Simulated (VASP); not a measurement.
Here is a VASP 6.6.1 calculation.

File INCAR:

```
  PREC = Accurate
  ENCUT = 600
  EDIFF = 1E-6
  ISMEAR = -1
  SIGMA = 0.1
  LREAL = F
  LASPH = T
  NELM = 80
  ALGO = Normal
  ISIF = 3
  LWAVE = F
  LCHARG = F
  GGA = PE
  IBRION = 2
  NSW = 80
  EDIFFG = -0.01
```

Contents of KPOINTS:

```
Automatic mesh
0
Gamma
  8 8 8
```

File POSCAR:

```
Na
1.0
    0.0000000000      3.7061924832      3.7061924832
    3.7061924832      0.0000000000      3.7061924832
    3.7061924832      3.7061924832      0.0000000000
Na
2
Direct
    0.1250000000      0.1250000000      0.1250000000
    0.8750000000      0.8750000000      0.8750000000
```

Potentials or basis: VASP PAW PBE potentials, release 64 (Na_pv).

Launch:

```console
$ cat potpaw_PBE.64/Na_pv/POTCAR > POTCAR
$ mpirun -np 1 vasp_std > vasp.out
```

**Question.** Estimate the relaxed cell.

**Answer.** a = 5.357 Å, b = 5.357 Å, c = 5.357 Å, α = 60.00°, β = 60.00°, γ = 60.00°.

**Question.** What does it give for the space group after relaxing (to 0.05 Å)?

**Answer.** Fd-3m (No. 227).

**Question.** What does it give for the relaxed volume?

**Answer.** 54.35 Å³/atom.

The path:
| step | energy change (eV) | largest force (eV/Å) | pressure (GPa) | volume (Å³) |
| --- | --- | --- | --- | --- |
| 1 | 0.0000 | 0.0000 | 0.22 | 101.82 |
| 2 | -0.0013 | 0.0000 | 0.17 | 102.84 |
| 3 | -0.0031 | 0.0000 | 0.14 | 104.77 |
| 4 | -0.0046 | 0.0000 | 0.02 | 108.70 |
